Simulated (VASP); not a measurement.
# S (P6/mmm) in VASP: a series of runs

S is run at these levels: PBE; tasks: single point, relaxation of cell and atoms.

Program: VASP 6.6.1. These are calculated values, not measurements. Logs are shortened: lines on timing, memory, paths and dates and some standing lists are left out, and cuts for length are marked.

### Step 1. The cell of the first run

It takes space group P6/mmm (No. 191, hexagonal). Conventional cell: a = 2.001 Å, b = 2.001 Å, c = 1.867 Å, α = 90.00°, β = 90.00°, γ = 120.00°. Within 2.5 Å of S (site symmetry 6/mmm) lie 8 S at 1.87 to 2.00 Å.

### Step 2. Single point, PBE

Input file INCAR:

```
SYSTEM = S
ALGO = Normal
EDIFF = 1E-7
ENCUT = 520
GGA = PE
ISIF = 2
ISMEAR = -1
LASPH = .TRUE.
LCHARG = .FALSE.
LREAL = .FALSE.
LWAVE = .FALSE.
NBANDS = 9
NELM = 80
PREC = Accurate
SIGMA = 0.05
```

Input file KPOINTS:

```
k-points
0
G
  21 21 19
  0 0 0
```

Input file POSCAR:

```
S
1.0
    2.0008205264      0.0000000000      0.0000000000
   -1.0004102632      1.7327614043      0.0000000000
    0.0000000000      0.0000000000      1.8670395585
S
1
Direct
    0.0000000000      0.0000000000      0.0000000000
```

Potentials or basis: VASP PAW PBE potentials, release 64 (S).

Run with:

```console
> cat potpaw_PBE.64/S/POTCAR > POTCAR
> mpirun -np 1 vasp_std > vasp.out
```

OUTCAR:

```text
SYSTEM = S
   EDIFF = 1E-7
   ENCUT = 520
   GGA = PE
   ISIF = 2
   ISMEAR = -1
   LASPH = .TRUE.
   LREAL = .FALSE.
   NELM = 80
   PREC = Accurate

 ion  position               nearest neighbor table
   1  0.000  0.000  0.000-

  LATTYP: Found a hexagonal cell.
 ALAT       =     2.0008205264
 C/A-ratio  =     0.9331369475

  Lattice vectors:

 A1 = (   2.0008205264,   0.0000000000,   0.0000000000)
 A2 = (  -1.0004102632,   1.7327614043,   0.0000000000)
 A3 = (   0.0000000000,   0.0000000000,   1.8670395585)

Analysis of symmetry for initial positions (statically):
=====================================================================
 Subroutine PRICEL returns:
 Original cell was already a primitive cell.

 Routine SETGRP: Setting up the symmetry group for a
 hexagonal supercell.

 Subroutine GETGRP returns: Found 24 space group operations
 (whereof 24 operations were pure point group operations)
 out of a pool of 24 trial point group operations.

The static configuration has the point symmetry D_6h.

Analysis of symmetry for dynamics (positions and initial velocities):
=====================================================================
 Subroutine PRICEL returns:
 Original cell was already a primitive cell.

 Routine SETGRP: Setting up the symmetry group for a
 hexagonal supercell.

 Subroutine GETGRP returns: Found 24 space group operations
 (whereof 24 operations were pure point group operations)
 out of a pool of 24 trial point group operations.

The dynamic configuration has the point symmetry D_6h.

 Subroutine INISYM returns: Found 24 space group operations
 (whereof 24 operations are pure point group operations),
 and found     1 'primitive' translations

----------------------------------------------------------------------------------------

                                     Primitive cell

  volume of cell :       6.4729

  direct lattice vectors                    reciprocal lattice vectors
     2.000820526  0.000000000  0.000000000     0.499794953  0.288556750  0.000000000
    -1.000410263  1.732761404  0.000000000     0.000000000  0.577113501  0.000000000
     0.000000000  0.000000000  1.867039558     0.000000000  0.000000000  0.535607291

  length of vectors
     2.000820526  2.000820526  1.867039558     0.577113501  0.577113501  0.535607291

  position of ions in fractional coordinates (direct lattice)
     0.000000000  0.000000000  0.000000000

  ion indices of the primitive-cell ions
   primitive index   ion index
                 1           1

----------------------------------------------------------------------------------------

 KPOINTS: k-points

Automatic generation of k-mesh.
 Grid dimensions read from file:
 generate k-points for:   21   21   19

 Generating k-lattice:

  Cartesian coordinates                     Fractional coordinates (reciprocal lattice)
     0.023799760  0.013740798  0.000000000     0.047619048  0.000000000  0.000000000
     0.000000000  0.027481595  0.000000000     0.000000000  0.047619048  0.000000000
     0.000000000  0.000000000  0.028189857     0.000000000  0.000000000  0.052631579

  Length of vectors
     0.027481595  0.027481595  0.028189857

  Shift w.r.t. Gamma in fractional coordinates (k-lattice)
     0.000000000  0.000000000  0.000000000

 Subroutine IBZKPT returns following result:
 ===========================================

 Found    480 irreducible k-points:

 Following reciprocal coordinates:
            Coordinates               Weight
  0.000000  0.000000  0.000000      1.000000
  0.047619  0.000000  0.000000      6.000000
  0.095238  0.000000  0.000000      6.000000
  0.142857  0.000000  0.000000      6.000000
  0.190476  0.000000  0.000000      6.000000
  0.238095  0.000000  0.000000      6.000000
[... 16 lines left out ...]
  0.142857  0.095238  0.000000     12.000000
  0.190476  0.095238  0.000000     12.000000
 [... further k-points ...]
   k-points           NKPTS =    480   k-points in BZ     NKDIM =    480   number of bands    NBANDS=      9
   number of dos      NEDOS =    301   number of ions     NIONS =      1
   total plane-waves  NPLWV =   3584
   dimension x,y,z NGX =    16 NGY =   16 NGZ =   14
   dimension x,y,z NGXF=    32 NGYF=   32 NGZF=   28
   ions per type =               1
   NGX,Y,Z   is equivalent  to a cutoff of  13.29, 13.29, 12.47 a.u.
   NGXF,Y,Z  is equivalent  to a cutoff of  26.59, 26.59, 24.93 a.u.
 SYSTEM =  S
   PREC   = accura    normal or accurate (medium, high low for compatibility)
   ISTART =      0    job   : 0-new  1-cont  2-samecut
   ICHARG =      2    charge: 1-file 2-atom 10-const
   ISPIN  =      1    spin polarized calculation?
   LNONCOLLINEAR =      F non collinear calculations
   LSORBIT =      F    spin-orbit coupling
   LASPH  =      T    aspherical Exc in radial PAW
   ENCUT  =  520.0 eV  38.22 Ry    6.18 a.u.   3.72  3.72  3.47*2*pi/ulx,y,z
   NELM   =     80;   NELMIN=  2; NELMDL= -5     # of ELM steps
[... 45 lines left out ...]

  energy without entropy =        2.96656691  energy(sigma->0) =        2.96542120

 E-fermi :  26.7134     XC(G=0): -15.6757

 val. band max:       26.7125609645   @ k =   0.2381   0.0000   0.3684
 cond. band min:      26.7232615194   @ k =   0.1905   0.1429   0.4211
 fundamental gap:      0.0107005549
 Fermi energy:        26.7134343104

 k-point     1 :       0.0000    0.0000    0.0000
  band No.  band energies     occupation
      1      -4.5562      2.00000
      2      30.1930      0.00000
      3      32.8282      0.00000
      4      36.1943      0.00000
      5      36.1943      0.00000
      6      38.5106      0.00000
      7      38.5106      0.00000
      8      48.4717      0.00000
      9      54.6304      0.00000

 k-point     2 :       0.0476    0.0000    0.0000
  band No.  band energies     occupation
      1      -4.4503      2.00000
      2      29.8620      0.00000
      3      32.9157      0.00000
      4      35.1324      0.00000
      5      35.1870      0.00000
      6      38.8929      0.00000
      7      39.7119      0.00000
      8      49.6226      0.00000
      9      54.8769      0.00000

 k-point     3 :       0.0952    0.0000    0.0000
  band No.  band energies     occupation
      1      -4.1329      2.00000
      2      28.6845      0.00000
      3      33.1783      0.00000
      4      33.4355      0.00000
      5      33.6835      0.00000
      6      39.3724      0.00000
      7      41.7973      0.00000
      8      52.4027      0.00000
      9      55.6323      0.00000

 k-point     4 :       0.1429    0.0000    0.0000
  band No.  band energies     occupation
      1      -3.6048      2.00000
      2      26.5212      1.95815
      3      32.2113      0.00000
      4      32.2758      0.00000
      5      33.6158      0.00000
      6      39.8702      0.00000
      7      44.1719      0.00000
      8      55.3700      0.00000
      9      57.3747      0.00000

 k-point     5 :       0.1905    0.0000    0.0000
  band No.  band energies     occupation
      1      -2.8676      2.00000
      2      23.7941      2.00000
      3      31.0298      0.00000
      4      31.3847      0.00000
      5      34.2280      0.00000
      6      40.5183      0.00000
      7      46.7636      0.00000
      8      56.9110      0.00000
      9      57.6288      0.00000

 k-point     6 :       0.2381    0.0000    0.0000
  band No.  band energies     occupation
      1      -1.9233      2.00000
      2      20.9112      2.00000
      3      29.9592      0.00000
      4      30.7184      0.00000
      5      35.0139      0.00000
      6      41.3768      0.00000
      7      49.5478      0.00000
      8      55.1622      0.00000
      9      57.7584      0.00000
[... 169 lines left out ...]
 k-point    21 :       0.4762    0.0476    0.0000
  band No.  band energies     occupation
      1       6.8122      2.00000
      2       7.0115      2.00000
      3      25.1317      2.00000
      4      31.0340      0.00000
      5      41.2655      0.00000
      6      44.2892      0.00000
      7      48.7774      0.00000
      8      51.3952      0.00000
      9      58.4735      0.00000

 k-point    22 :       0.0952    0.0952    0.0000
  band No.  band energies     occupation
      1      -3.2885      2.00000
      2      26.1066      1.99999
      3      28.4763      0.00000
      4      33.8783      0.00000
      5      34.6906      0.00000
      6      40.2488      0.00000
      7      44.4318      0.00000
      8      57.3682      0.00000
      9      58.0765      0.00000

 k-point    23 :       0.1429    0.0952    0.0000
  band No.  band energies     occupation
      1      -2.5524      2.00000
      2      23.9049      2.00000
      3      26.5176      1.96093
      4      34.4901      0.00000
      5      34.9265      0.00000
      6      40.8761      0.00000
      7      46.2149      0.00000
      8      57.2706      0.00000
      9      58.4627      0.00000

 k-point    24 :       0.1905    0.0952    0.0000
  band No.  band energies     occupation
      1      -1.6094      2.00000
      2      21.1601      2.00000
      3      25.2501      2.00000
      4      34.9064      0.00000
      5      35.2753      0.00000
      6      41.6841      0.00000
      7      48.3839      0.00000
      8      55.0697      0.00000
      9      59.2112      0.00000

 [... further k-points ...]
[... 5 lines left out ...]
  --------------------------------------------------------------------------------------
  -------------------------------------------------------------------------------------
  Total       15.4686921     15.4686921     15.3965320      0.0000000      0.0000000      0.0000000
  in kB     3828.8094898   3828.8094900   3810.9484182      0.0000000      0.0000000      0.0000000
  external PRESSURE =    3822.8557993 kB  Pullay stress =       0.0000000 kB

 VOLUME and BASIS-vectors are now :
 -----------------------------------------------------------------------------
  energy-cutoff  :      520.00
  volume of cell :        6.47
      direct lattice vectors                 reciprocal lattice vectors
     2.000820526  0.000000000  0.000000000     0.499794953  0.288556750  0.000000000
    -1.000410263  1.732761404  0.000000000     0.000000000  0.577113501  0.000000000
     0.000000000  0.000000000  1.867039558     0.000000000  0.000000000  0.535607291

 POSITION                                       TOTAL-FORCE (eV/Angst)
 -----------------------------------------------------------------------------------
      0.00000      0.00000      0.00000         0.000000      0.000000      0.000000
 -----------------------------------------------------------------------------------
    total drift:                               -0.000000     -0.000000      0.000000

  FREE ENERGIE OF THE ION-ELECTRON SYSTEM (eV)
  ---------------------------------------------------
  free  energy   TOTEN  =         2.9642754843 eV

  energy  without entropy=        2.9665669108  energy(sigma->0) =        2.96542120
```

It took 33 s on 1 thread of Intel Xeon Platinum 8259CL at 2.50GHz (Skylake/Cascade Lake), shared host; peak memory 0.13 GiB.

What came out:

```
Free energy            : 2.9643 eV
Pressure               : 382.3 GPa
Band gap on the k mesh : zero (band 3 reaches 42.57 eV, above the bottom of band 4 at 20.84 eV)
```

Stress tensor (GPa, compression positive):
```
382.88   0.00   0.00
  0.00 382.88   0.00
  0.00   0.00 381.09
```

### Step 3. Single point, PBE

Input file INCAR:

```
  PREC = Accurate
  ENCUT = 520
  EDIFF = 1E-6
  ISMEAR = -1
  SIGMA = 0.05
  LREAL = F
  LASPH = T
  NELM = 80
  ALGO = Normal
  ISIF = 2
  LWAVE = F
  LCHARG = T
  GGA = PE
  LELF = T
  LVHAR = T
  NBANDS = 9
```

Input file KPOINTS:

```
regular mesh
0
Gamma
  21 21 19
```

Input file POSCAR:

```
S
1.0
    2.0013892258      0.0000000000      0.0000000000
   -1.0006946129      1.7332539124      0.0000000000
    0.0000000000      0.0000000000      1.8671993830
S
1
Direct
    0.0000000000      0.0000000000      0.0000000000
```

Potentials or basis: VASP PAW PBE potentials, release 64 (S).

Run with:

```console
> cat potpaw_PBE.64/S/POTCAR > POTCAR
> mpirun -np 1 vasp_std > vasp.out
```

Wall time 28 s (1 thread of Intel Xeon Platinum 8259CL at 2.50GHz (Skylake/Cascade Lake), shared host); peak memory 0.13 GiB.

Results (log left out):

* Free energy: 2.9542 eV
* Pressure: 381.6 GPa
* Band gap on the k mesh: zero (band 3 reaches 42.53 eV, above the bottom of band 4 at 20.83 eV)

Stress tensor (GPa, compression positive):
```
382.06   0.00   0.00
  0.00 382.06   0.00
  0.00   0.00 380.63
```

Levels at points of the mesh, in eV from the Fermi level:
```
           k point  band 1  band 2  band 3  band 4  band 5  band 6  band 7  band 8
(0.00, 0.00, 0.00)  -31.26    3.49    6.12    9.47    9.47   11.79   11.79   21.75
```

### Step 4. Relaxation of cell and atoms, PBE, target pressure 390 GPa, at which the enthalpy is minimised

Input file INCAR:

```
SYSTEM = S
ALGO = Normal
EDIFF = 1E-7
EDIFFG = -0.005
ENCUT = 600
GGA = PE
IBRION = 2
ISIF = 3
ISMEAR = -1
LASPH = .TRUE.
LCHARG = .FALSE.
LREAL = .FALSE.
LWAVE = .FALSE.
NELM = 100
NSW = 32
PREC = Accurate
PSTRESS = 3900.0
SIGMA = 0.05
```

Input file KPOINTS:

```
k-points
0
G
  21 21 19
  0 0 0
```

Input file POSCAR:

```
S
1.0
    2.0008205264      0.0000000000      0.0000000000
   -1.0004102632      1.7327614043      0.0000000000
    0.0000000000      0.0000000000      1.8670395585
S
1
Direct
    0.0000000000      0.0000000000      0.0000000000
```

Run with:

```console
> cat potpaw_PBE.64/S/POTCAR > POTCAR
> mpirun -np 1 vasp_std > vasp.out
```

Run time: 16 s. Hardware: 1 thread of Intel Xeon 6975P-C (Granite Rapids), shared host; peak memory 0.12 GiB.

It converged, with:

```yaml
Free_energy: 3.0675 eV
Relaxed_volume: 6.43 Å³/atom
Relaxed_cell: a = 1.997 Å, b = 1.997 Å, c = 1.862 Å, α = 90.00°, β = 90.00°, γ = 120.00°
Space_group_after_relaxing_to_0.05_Å: P6/mmm (No. 191)
Energy_change_on_relaxing_the_enthalpy_is_what_falls: +105.5 meV/atom
Ionic_steps: 7
Pressure_after_relaxing: 390.0 GPa
Band_gap_on_the_k_mesh: zero (band 3 reaches 42.90 eV, above the bottom of band 4 at 20.94 eV)
```

Step by step:
| step | energy change (eV) | largest force (eV/Å) | pressure (GPa) | volume (Å³) |
| --- | --- | --- | --- | --- |
| 1 | 0.0000 | 0.0000 | 382.30 | 6.47 |
| 2 | 0.7326 | 0.0000 | 435.87 | 6.19 |
| 3 | 0.1023 | 0.0000 | 389.75 | 6.43 |
| 4 | 0.1055 | 0.0000 | 389.98 | 6.43 |
| 5 | 0.1076 | 0.0000 | 390.13 | 6.43 |
| 6 | 0.0977 | 0.0000 | 389.34 | 6.43 |
| 7 | 0.1055 | 0.0000 | 389.97 | 6.43 |

Final structure:
```yaml
crystal:
  lattice:
    - [1.99657, 0.00000, 0.00000]
    - [-0.99829, 1.72908, 0.00000]
    - [0.00000, 0.00000, 1.86231]
  atoms:
    - { symbol: S, position: [0.00000, 0.00000, 0.00000] }
```

Levels at points of the mesh, in eV from the Fermi level:
```tsv
k point	band 1	band 2	band 3	band 4	band 5	band 6	band 7
(0.00, 0.00, 0.00)	-31.41	3.45	6.19	9.56	9.56	11.79	11.79
```

Caveat: the cell is relaxed towards a set pressure, so the enthalpy falls and the energy may rise.

### Step 5. Relaxation of cell and atoms, PBE, target pressure 390 GPa, at which the enthalpy is minimised

This run uses another cell than the first one, of 6.63 Å³/atom, 1.024 times its volume.

Input file INCAR:

```
SYSTEM = S
PREC     = Accurate       ! precision mode
ENCUT    = 600            ! plane-wave cutoff, eV
EDIFF    = 1E-6           ! SCF threshold, eV
ISMEAR   = -1             ! smearing method
SIGMA    = 0.05           ! smearing width, eV
LREAL    = .False.        ! projectors in reciprocal space
LASPH    = .True.         ! aspherical terms in the spheres
NELM     = 100            ! most SCF steps
ALGO     = Normal         ! electronic algorithm
ISIF     = 3              ! what is computed and relaxed
LWAVE    = .False.        ! write WAVECAR
LCHARG   = .False.        ! write CHGCAR
GGA      = PE             ! functional
IBRION   = 2              ! ionic algorithm
NSW      = 60             ! ionic steps
EDIFFG   = -0.005         ! ionic threshold
PSTRESS  = 3900.0
```

Input file KPOINTS:

```
regular mesh
0
Gamma
  21 21 19
  0 0 0
```

Input file POSCAR:

```
S
1.0
    2.0119276489      0.0000000000      0.0000000000
   -1.0059638244      1.7423804545      0.0000000000
    0.0000000000      0.0000000000      1.8912119900
S
1
Direct
    0.0000000000      0.0000000000      0.0000000000
```

Run with:

```console
> cat potpaw_PBE.64/S/POTCAR > POTCAR
> mpirun -np 1 vasp_std > vasp.out
```

It took 20 s on 1 thread of Intel Xeon 6975P-C (Granite Rapids), shared host; peak memory 0.12 GiB.

The run converged. Its results:

```yaml
Free_energy: 3.0674 eV
Relaxed_volume: 6.43 Å³/atom
Relaxed_cell: a = 1.997 Å, b = 1.997 Å, c = 1.862 Å, α = 90.00°, β = 90.00°, γ = 120.00°
Space_group_after_relaxing_to_0.05_Å: P6/mmm (No. 191)
Energy_change_on_relaxing_the_enthalpy_is_what_falls: +465.0 meV/atom
Ionic_steps: 10
Pressure_after_relaxing: 390.0 GPa
Band_gap_on_the_k_mesh: zero (band 3 reaches 42.90 eV, above the bottom of band 4 at 20.94 eV)
```

Stress tensor (GPa, compression positive):
```
389.96   0.00   0.00
  0.00 389.96   0.00
  0.00   0.00 390.05
```

Step by step:
```
step  energy change (eV)  largest force (eV/Å)  pressure (GPa)  volume (Å³)
   1              0.0000                0.0000          356.67         6.63
   2              3.8266                0.0000          665.18         5.39
   3              0.4313                0.0000          387.30         6.44
   4              0.4681                0.0000          390.00         6.43
   5              0.4779                0.0000          390.73         6.42
   6              0.4475                0.0000          389.17         6.44
   7              0.4695                0.0000          390.31         6.43
   8              0.4693                0.0000          390.31         6.43
   9              0.4488                0.0000          388.81         6.44
  10              0.4650                0.0000          389.99         6.43
```

Final structure:
```yaml
crystal:
  lattice:
    - [1.99657, 0.00000, 0.00000]
    - [-0.99829, 1.72908, 0.00000]
    - [0.00000, 0.00000, 1.86229]
  atoms:
    - { symbol: S, position: [0.00000, 0.00000, 0.00000] }
```

Levels at points of the mesh, in eV from the Fermi level:
| k point | band 1 | band 2 | band 3 | band 4 | band 5 | band 6 | band 7 |
| --- | --- | --- | --- | --- | --- | --- | --- |
| (0.00, 0.00, 0.00) | -31.41 | 3.45 | 6.19 | 9.56 | 9.56 | 11.79 | 11.79 |

Caveat: the cell is relaxed towards a set pressure, so the enthalpy falls and the energy may rise.

### Step 6. Overview

| task | cell | cutoff (eV) | gap on the mesh (eV) | pressure (GPa) |
| --- | --- | --- | --- | --- |
| single point | a = 2.001, b = 2.001, c = 1.867 Å, angles 90.0, 90.0, 120.0°, 1 atom | 520 | none | 381.6 |
| relaxation of cell and atoms | relaxed to 390 GPa from a = 2.001, b = 2.001, c = 1.867 Å, angles 90.0, 90.0, 120.0°, 1 atom | 600 | none | 390.0 |
| relaxation of cell and atoms | relaxed to 390 GPa from a = 2.012, b = 2.012, c = 1.891 Å, angles 90.0, 90.0, 120.0°, 1 atom | 600 | none | 390.0 |

Alike in all rows: level PBE; potentials or basis VASP PAW PBE potentials, release 64 (S); no spin polarisation; k mesh 21 × 21 × 19; smearing fermi-dirac 0.05 eV.

Caveats: the cell is relaxed towards a set pressure, so the enthalpy falls and the energy may rise (some runs).

Absolute energies hang on the potentials; compare differences alone.
